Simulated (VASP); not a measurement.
# KBr (R3m) in VASP: a series of runs

The runs below take KBr through single point, with PBE, r2SCAN, HSE06.

Everything below comes from runs of VASP 6.6.1. Logs are shortened: lines on timing, memory, paths and dates and some standing lists are left out, and cuts for length are marked.

## Step 1: The cell of the first run

It takes space group R3m (No. 160, trigonal). The conventional cell has a = 5.097 Å, b = 5.097 Å, c = 13.187 Å, α = 90.00°, β = 90.00°, γ = 120.00°. Within 4.2 Å of K (site symmetry 3m) lie 4 Br at 3.18 to 3.19 Å. Within 4.2 Å of Br (site symmetry 3m) lie 4 K at 3.18 to 3.19 Å.

## Step 2: Single point, PBE (epitaxial 111 strain -2.3%)

Input file INCAR:

```
SYSTEM = KBr
ALGO = Normal
EDIFF = 1E-7
ENCUT = 520
GGA = PE
ISIF = 2
ISMEAR = -1
LASPH = .True.
LCHARG = .False.
LREAL = .False.
LWAVE = .False.
NBANDS = 15
NELM = 100
PREC = Accurate
SIGMA = 0.02
```

Input file KPOINTS:

```
k-points
0
Gamma
  6 6 6
  0 0 0
```

Input file POSCAR:

```
KBr
1.0
    0.1350988555      3.7393049135      3.7393049135
    3.7393049135      0.1350988555      3.7393049135
    3.7393049135      3.7393049135      0.1350988555
K Br
1 1
Direct
    0.0040248124      0.0040248124      0.0040248124
    0.2459751876      0.2459751876      0.2459751876
```

Potentials or basis: VASP PAW PBE potentials, release 64 (K_sv, Br).

Command:

```bash
> cat potpaw_PBE.64/K_sv/POTCAR potpaw_PBE.64/Br/POTCAR > POTCAR
> mpirun -np 1 vasp_std > vasp.out
```

OUTCAR:

```text
SYSTEM = KBr
   EDIFF = 1E-7
   ENCUT = 520
   GGA = PE
   ISIF = 2
   ISMEAR = -1
   LASPH = .True.
   LREAL = .False.
   NELM = 100
   PREC = Accurate

 ion  position               nearest neighbor table
   1  0.004  0.004  0.004-   2 3.18   2 3.18   2 3.18   2 3.19
   2  0.246  0.246  0.246-   1 3.18   1 3.18   1 3.18   1 3.19

  LATTYP: Found a trigonal (rhomboedric) cell.
 ALAT       =     5.2899011496
 COS(alpha) =     0.5357797177

  Lattice vectors:

 A1 = (   0.1350988555,   3.7393049135,   3.7393049135)
 A2 = (   3.7393049135,   0.1350988555,   3.7393049135)
 A3 = (   3.7393049135,   3.7393049135,   0.1350988555)

Analysis of symmetry for initial positions (statically):
=====================================================================
 Subroutine PRICEL returns:
 Original cell was already a primitive cell.

 Routine SETGRP: Setting up the symmetry group for a
 trigonal (rhombohedral) supercell.

 Subroutine GETGRP returns: Found  6 space group operations
 (whereof  6 operations were pure point group operations)
 out of a pool of 12 trial point group operations.

The static configuration has the point symmetry C_3v.

Analysis of symmetry for dynamics (positions and initial velocities):
=====================================================================
 Subroutine PRICEL returns:
 Original cell was already a primitive cell.

 Routine SETGRP: Setting up the symmetry group for a
 trigonal (rhombohedral) supercell.

 Subroutine GETGRP returns: Found  6 space group operations
 (whereof  6 operations were pure point group operations)
 out of a pool of 12 trial point group operations.

The dynamic configuration has the point symmetry C_3v.

 Subroutine INISYM returns: Found  6 space group operations
 (whereof  6 operations are pure point group operations),
 and found     1 'primitive' translations

----------------------------------------------------------------------------------------

                                     Primitive cell

  volume of cell :      98.9044

  direct lattice vectors                    reciprocal lattice vectors
     0.135098856  3.739304913  3.739304913    -0.141188398  0.136265217  0.136265217
     3.739304913  0.135098856  3.739304913     0.136265217 -0.141188398  0.136265217
     3.739304913  3.739304913  0.135098856     0.136265217  0.136265217 -0.141188398

  length of vectors
     5.289901150  5.289901150  5.289901150     0.238894501  0.238894501  0.238894501

  position of ions in fractional coordinates (direct lattice)
     0.004024812  0.004024812  0.004024812
[... 88 lines left out ...]
   PSTRESS=    0.0 pullay stress
   NELECT =      16.0000    total number of electrons
   NUPDOWN=      -1.0000    fix difference up-down
   EMIN   =  10.00;   EMAX   =-10.00  energy-range for DOS
   EFERMI =   0.00;   METHOD = LEGACY
   ISMEAR =    -1;   SIGMA  =   0.02  broadening in eV -4-tet -1-fermi 0-gaus
   EFERMI_NEDOS =   21; number of points for ismear=-14 and -15
   IALGO  =     38    algorithm
   IMIX   =      4    mixing-type and parameters
     AMIX     =   0.40;   BMIX     =  1.00
     AMIX_MAG =   1.60;   BMIX_MAG =  1.00
  volume/ion in A,a.u.               =      49.45       333.72
  Fermi-wavevector in a.u.,A,eV,Ry     =   0.892024  1.685680 10.826238  0.795706
  Thomas-Fermi vector in A             =   2.013919
   LORBIT       =      0    0 simple, 1 ext, 2 COOP (PROOUT), +10 PAW based schemes
   GGA     = PE    functional components
   LHFCALC =     F    Hartree Fock is set to
   AEXX    =    0.0000 exact exchange contribution
   IVDW    =     0    specifies the selected vdW correction
   LEPSILON=     F    determine dielectric tensor
   LRPA    =     F    only Hartree local field effects (RPA)
 non-spin polarized calculation
  energy-cutoff  :      520.00
  volume of cell :       98.90
 maximum number of plane-waves:      2687
   NGX = 19   NGY = 19   NGZ = 19

 number of electron      16.0000000 magnetization

 Free energy of the ion-electron system (eV)
  ---------------------------------------------------
  ext. energy  EPLUGINS =         0.00000000
  ---------------------------------------------------
  free energy    TOTEN  =        -6.02892411 eV

  energy without entropy =       -6.02892411  energy(sigma->0) =       -6.02892411

 E-fermi :  -2.6000     XC(G=0):  -5.9941

 val. band max:       -3.0492503165   @ k =   0.5000   0.5000   0.5000
 cond. band min:       1.2014137066   @ k =   0.0000   0.0000   0.0000
 fundamental gap:      4.2506640231
 Fermi energy:        -2.6000055600

 k-point     1 :       0.0000    0.0000    0.0000
  band No.  band energies     occupation
      1     -30.8560      2.00000
      2     -14.9743      2.00000
      3     -14.3571      2.00000
      4     -14.3571      2.00000
      5     -14.3486      2.00000
      6      -3.1630      2.00000
      7      -3.0771      2.00000
      8      -3.0771      2.00000
      9       1.2014      0.00000
     10       5.5420      0.00000
     11       5.5420      0.00000
     12       6.5089      0.00000
     13       6.5089      0.00000
     14       6.5880      0.00000
[... 401 lines left out ...]
      2     -15.2139      2.00000
      3     -14.3777      2.00000
      4     -14.3705      2.00000
      5     -14.0596      2.00000
      6      -3.4396      2.00000
      7      -3.2233      2.00000
      8      -3.1113      2.00000
      9       3.1700      0.00000
     10       4.1157      0.00000
     11       5.8265      0.00000
     12       5.8814      0.00000
     13       6.2878      0.00000
     14       6.5740      0.00000
     15       7.1739      0.00000

 [... further k-points ...]

------------------------ aborting loop because EDIFF is reached ----------------------------------------

  FORCE on cell =-STRESS in cart. coord.  units (eV):
  Direction    XX          YY          ZZ          XY          YZ          ZX
  --------------------------------------------------------------------------------------
  -------------------------------------------------------------------------------------
  Total        0.2470653      0.2470653      0.2470653     -0.0527703     -0.0527703     -0.0527703
  in kB        4.0022748      4.0022748      4.0022748     -0.8548398     -0.8548398     -0.8548398
  external PRESSURE =       4.0022748 kB  Pullay stress =       0.0000000 kB

 VOLUME and BASIS-vectors are now :
 -----------------------------------------------------------------------------
  energy-cutoff  :      520.00
  volume of cell :       98.90
      direct lattice vectors                 reciprocal lattice vectors
     0.135098856  3.739304913  3.739304913    -0.141188398  0.136265217  0.136265217
     3.739304913  0.135098856  3.739304913     0.136265217 -0.141188398  0.136265217
     3.739304913  3.739304913  0.135098856     0.136265217  0.136265217 -0.141188398

 POSITION                                       TOTAL-FORCE (eV/Angst)
 -----------------------------------------------------------------------------------
      0.03064      0.03064      0.03064         0.000797      0.000797      0.000797
      1.87278      1.87278      1.87278        -0.000797     -0.000797     -0.000797
 -----------------------------------------------------------------------------------
    total drift:                               -0.000014     -0.000014     -0.000014

  FREE ENERGIE OF THE ION-ELECTRON SYSTEM (eV)
  ---------------------------------------------------
  free  energy   TOTEN  =        -6.0289241148 eV

  energy  without entropy=       -6.0289241148  energy(sigma->0) =       -6.02892411
```

OSZICAR:

```text
N       E                     dE             d eps       ncg     rms          rms(c)
DAV:   1     0.989643487690E+02    0.98964E+02   -0.63185E+03   960   0.882E+02
DAV:   2     0.121614541229E+01   -0.97748E+02   -0.91336E+02  1205   0.215E+02
DAV:   3    -0.597962045585E+01   -0.71958E+01   -0.71666E+01  1338   0.526E+01
DAV:   4    -0.634625379670E+01   -0.36663E+00   -0.36650E+00  1624   0.990E+00
DAV:   5    -0.634803892986E+01   -0.17851E-02   -0.17851E-02  1331   0.856E-01    0.322E+00
DAV:   6    -0.603940119702E+01    0.30864E+00   -0.40245E-01  1261   0.267E+00    0.227E+00
DAV:   7    -0.600429719210E+01    0.35104E-01   -0.20515E-01  1345   0.213E+00    0.111E+00
DAV:   8    -0.602489477543E+01   -0.20598E-01   -0.25010E-02  1217   0.103E+00    0.201E-01
DAV:   9    -0.602669757026E+01   -0.18028E-02   -0.11653E-03  1226   0.194E-01    0.132E-01
DAV:  10    -0.602887309932E+01   -0.21755E-02   -0.18342E-03   967   0.230E-01    0.346E-02
DAV:  11    -0.602890898463E+01   -0.35885E-04   -0.98569E-05  1206   0.663E-02    0.105E-02
DAV:  12    -0.602892337079E+01   -0.14386E-04   -0.17341E-05   981   0.309E-02    0.575E-03
DAV:  13    -0.602892395038E+01   -0.57960E-06   -0.16252E-06  1324   0.756E-03    0.169E-03
DAV:  14    -0.602892406905E+01   -0.11867E-06   -0.24362E-07   994   0.352E-03    0.743E-04
DAV:  15    -0.602892411479E+01   -0.45737E-07   -0.99857E-09  1075   0.873E-04
   1 F= -.60289241E+01 E0= -.60289241E+01  d E =-.350353E-10
```

Wall time 75 s (1 thread of Oxide Virtual Turin-like, shared host); peak memory 0.22 GiB.

What came out:

```yaml
Free_energy: -6.0289 eV
Pressure: 0.4 GPa
Band_gap_on_the_k_mesh: 4.25 eV (least direct gap 4.28 eV)
```

Stress tensor (GPa, compression positive):
```
 0.40 -0.09 -0.09
-0.09  0.40 -0.09
-0.09 -0.09  0.40
```

Caveat: the cell differs from its parent crystal (epitaxial 111 strain -2.3%); the structure was generated, so it needn't be the stable form of KBr.

## Step 3: Single point, r2SCAN (epitaxial 111 strain -2.3%)

POSCAR is that of step 2.

Input file INCAR.step1:

```
SYSTEM = KBr
  PREC = Accurate
  ENCUT = 520
  ISMEAR = 0
  SIGMA = 0.01
  LREAL = .False.
  LASPH = .True.
  NELM = 100
  NBANDS = 15
  GGA = PE
  ALGO = Normal
  EDIFF = 1E-4
  LWAVE = .True.
  LCHARG = .False.
```

Input file INCAR.step2:

```
SYSTEM = KBr
  PREC = Accurate
  ENCUT = 520
  EDIFF = 1E-6
  ISMEAR = 0
  SIGMA = 0.01
  LREAL = .False.
  LASPH = .True.
  NELM = 100
  ALGO = Normal
  ISIF = 2
  LWAVE = .False.
  LCHARG = .False.
  METAGGA = R2SCAN
  LMIXTAU = .True.
  NBANDS = 15
  ISTART = 1
```

Input file KPOINTS:

```
regular mesh
0
Gamma
  6 6 6
  0 0 0
```

Potentials or basis: VASP PAW PBE potentials, release 64 (K_sv, Br).

Command:

```bash
> cat potpaw_PBE.64/K_sv/POTCAR potpaw_PBE.64/Br/POTCAR > POTCAR
> cp INCAR.step1 INCAR
> mpirun -np 1 vasp_std > vasp.out
> cp INCAR.step2 INCAR
> mpirun -np 1 vasp_std > vasp.out
```

Wall time 6.1 min (1 thread of Oxide Virtual Turin-like, shared host); peak memory 0.24 GiB.

The run converged. Its results:

```yaml
Free_energy: -22.9639 eV
Pressure: 0.1 GPa
Band_gap_on_the_k_mesh: 4.81 eV (least direct gap 4.83 eV)
```

Stress tensor (GPa, compression positive):
```
 0.12 -0.08 -0.08
-0.08  0.12 -0.08
-0.08 -0.08  0.12
```

Levels at points of the mesh, in eV from the valence-band top:
```
           k point  band 4  band 5  band 6  band 7  band 8  band 9  band 10  band 11  band 12  band 13
(0.00, 0.00, 0.00)  -11.66  -11.65   -0.11   -0.03   -0.03    4.81     9.33     9.33    10.30    10.30
(0.50, 0.00, 0.00)  -11.66  -11.45   -0.43   -0.08   -0.04    7.18     7.50     8.59     9.12    10.35
(0.50, 0.50, 0.00)  -11.68  -11.37   -0.47   -0.09   -0.03    6.48     7.74     9.91    10.16    10.25
(0.50, 0.50, 0.50)  -11.67  -11.41   -0.46    0.00    0.00    7.08     7.36     8.92     8.92    10.26
```

Caveat: the cell differs from its parent crystal (epitaxial 111 strain -2.3%); the structure was generated, so it needn't be the stable form of KBr; the PAW data sets were made with another functional, which shifts forces and pressure a little. A k mesh can miss the band edges.

## Step 4: Single point, HSE06 (epitaxial 111 strain -2.3%)

POSCAR is that of step 3.

Input file INCAR.step1:

```
  PREC = Accurate
  ENCUT = 520
  EDIFF = 1E-5
  ISMEAR = 0
  SIGMA = 0.01
  LREAL = False
  LASPH = True
  NELM = 100
  ALGO = Normal
  ISIF = 2
  LWAVE = True
  NBANDS = 15
  GGA = PE
```

Input file INCAR.step2:

```
  PREC = Accurate
  ENCUT = 520
  EDIFF = 1E-7
  ISMEAR = 0
  SIGMA = 0.01
  LREAL = False
  LASPH = True
  NELM = 100
  ALGO = Normal
  ISIF = 2
  LWAVE = False
  LCHARG = True
  GGA = PE
  LHFCALC = True
  HFSCREEN = 0.2079
  PRECFOCK = Normal
  LELF = True
  LVHAR = True
  NBANDS = 15
  ISTART = 1
```

Input file KPOINTS:

```
regular mesh
0
Gamma
  4 4 4
```

Potentials or basis: VASP PAW PBE potentials, release 64 (K_sv, Br).

Command:

```bash
> cat potpaw_PBE.64/K_sv/POTCAR potpaw_PBE.64/Br/POTCAR > POTCAR
> cp INCAR.step1 INCAR
> mpirun -np 1 vasp_std > vasp.out
> cp INCAR.step2 INCAR
> mpirun -np 1 vasp_std > vasp.out
```

OUTCAR:

```text
PREC = Accurate
   ENCUT = 520
   EDIFF = 1E-7
   ISMEAR = 0
   LREAL = False
   LASPH = True
   NELM = 100
   ISIF = 2
   GGA = PE
   LHFCALC = True
   HFSCREEN = 0.2079
   PRECFOCK = Normal
   ISTART = 1

 ion  position               nearest neighbor table
   1  0.004  0.004  0.004-   2 3.18   2 3.18   2 3.18   2 3.19
   2  0.246  0.246  0.246-   1 3.18   1 3.18   1 3.18   1 3.19

  LATTYP: Found a trigonal (rhomboedric) cell.
 ALAT       =     5.2899011496
 COS(alpha) =     0.5357797177

  Lattice vectors:

 A1 = (   0.1350988555,   3.7393049135,   3.7393049135)
 A2 = (   3.7393049135,   0.1350988555,   3.7393049135)
 A3 = (   3.7393049135,   3.7393049135,   0.1350988555)

Analysis of symmetry for initial positions (statically):
=====================================================================
 Subroutine PRICEL returns:
 Original cell was already a primitive cell.

 Routine SETGRP: Setting up the symmetry group for a
 trigonal (rhombohedral) supercell.

 Subroutine GETGRP returns: Found  6 space group operations
 (whereof  6 operations were pure point group operations)
[... 172 lines left out ...]
      4     -16.0471      2.00000
      5     -16.0393      2.00000
      6      -4.0278      2.00000
      7      -3.9399      2.00000
      8      -3.9399      2.00000
      9       1.4461      0.00000
     10       6.1358      0.00000
     11       6.1358      0.00000
     12       6.9768      0.00000
     13       7.0332      0.00000
     14       7.0332      0.00000
[... 203 lines left out ...]
      2     -17.0539      2.00000
      3     -16.0534      2.00000
      4     -16.0534      2.00000
      5     -15.7921      2.00000
      6      -4.4003      2.00000
      7      -3.9141      2.00000
      8      -3.9141      2.00000
      9       3.7134      0.00000
     10       4.0878      0.00000
     11       5.6554      0.00000
     12       5.6554      0.00000
     13       7.0957      0.00000
     14       7.0957      0.00000
     15       7.5943      0.00000

------------------------ aborting loop because EDIFF is reached ----------------------------------------

  FORCE on cell =-STRESS in cart. coord.  units (eV):
  Direction    XX          YY          ZZ          XY          YZ          ZX
  --------------------------------------------------------------------------------------
  -------------------------------------------------------------------------------------
  Total        0.1716513      0.1716513      0.1716513     -0.0562213     -0.0562213     -0.0562213
  in kB        2.7806238      2.7806238      2.7806238     -0.9107435     -0.9107435     -0.9107435
  external PRESSURE =       2.7806238 kB  Pullay stress =       0.0000000 kB

 VOLUME and BASIS-vectors are now :
 -----------------------------------------------------------------------------
  energy-cutoff  :      520.00
  volume of cell :       98.90
      direct lattice vectors                 reciprocal lattice vectors
     0.135098856  3.739304913  3.739304913    -0.141188398  0.136265217  0.136265217
     3.739304913  0.135098856  3.739304913     0.136265217 -0.141188398  0.136265217
     3.739304913  3.739304913  0.135098856     0.136265217  0.136265217 -0.141188398

 POSITION                                       TOTAL-FORCE (eV/Angst)
 -----------------------------------------------------------------------------------
      0.03064      0.03064      0.03064        -0.000553     -0.000553     -0.000553
      1.87278      1.87278      1.87278         0.000553      0.000553      0.000553
 -----------------------------------------------------------------------------------
    total drift:                               -0.000122     -0.000120     -0.000119

  FREE ENERGIE OF THE ION-ELECTRON SYSTEM (eV)
  ---------------------------------------------------
  free  energy   TOTEN  =        -6.9669111072 eV

  energy  without entropy=       -6.9669111072  energy(sigma->0) =       -6.96691111
```

Run time: 31 min. Hardware: 1 thread of Oxide Virtual Turin-like, shared host; peak memory 0.32 GiB.

Results:

```
Free energy            : -6.9669 eV
Pressure               : 0.3 GPa
Band gap on the k mesh : 5.36 eV (least direct gap 5.39 eV)
```

Caveat: the cell differs from its parent crystal (epitaxial 111 strain -2.3%); the structure was generated, so it needn't be the stable form of KBr; the PAW data sets were made with another functional, which shifts forces and pressure a little.

## Step 5: Overview

```csv
level,k mesh,smearing,grid for exact exchange (PRECFOCK),share of exact exchange,screening parameter,gap on the mesh (eV),pressure (GPa)
PBE,6 × 6 × 6,fermi-dirac 0.02 eV,-,-,-,4.25,0.4
r2SCAN,6 × 6 × 6,gaussian 0.01 eV,-,-,-,4.81,0.1
HSE06,4 × 4 × 4,gaussian 0.01 eV,Normal,0.25,0.2079 1/Å,5.36,0.3
```

Alike in all rows: task single point; potentials or basis VASP PAW PBE potentials, release 64 (K_sv, Br); no spin polarisation; cell as given; cutoff (eV) 520.

Caveats: the structure was generated, so it needn't be the stable form of KBr; the PAW data sets were made with another functional, which shifts forces and pressure a little (at least some runs).

Total energies depend on the potentials used, so only differences within one code and one set of settings carry meaning.
